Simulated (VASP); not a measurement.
A run of VASP 6.6.1:

File INCAR:

```
  ALGO = Normal
  EDIFF = 1E-6
  ENCUT = 520
  GGA = PS
  ISIF = 2
  ISMEAR = 0
  LASPH = T
  LCHARG = F
  LREAL = F
  LWAVE = F
  NBANDS = 15
  NELM = 100
  PREC = Accurate
  SIGMA = 0.05
```

File KPOINTS:

```
k-points
0
Gamma
  6 6 6
```

The input POSCAR:

```
KBr
1.0
    4.0434990000      0.0000000000      0.0000000000
    0.0000000000      4.0434990000      0.0000000000
    0.0000000000      0.0000000000      4.0434990000
K Br
1 1
Direct
    0.0000000000      0.0000000000      0.0000000000
    0.5000000000      0.5000000000      0.3763447203
```

Potentials or basis: VASP PAW PBE potentials, release 64 (K_sv, Br).

Run with:

```console
$ cat potpaw_PBE.64/K_sv/POTCAR potpaw_PBE.64/Br/POTCAR > POTCAR
$ mpirun -np 1 vasp_std > vasp.out
```

Hardware: 1 thread of Intel(R) Xeon(R) Platinum 8488C (Sapphire Rapids), with other jobs on the host.

**Question.** Estimate the wall time of this run.

**Answer.** Wall time 18 s on 1 thread of Intel(R) Xeon(R) Platinum 8488C (Sapphire Rapids), on a shared host, peak memory 0.18 GiB. Counts: scf iterations 12, k points 40.
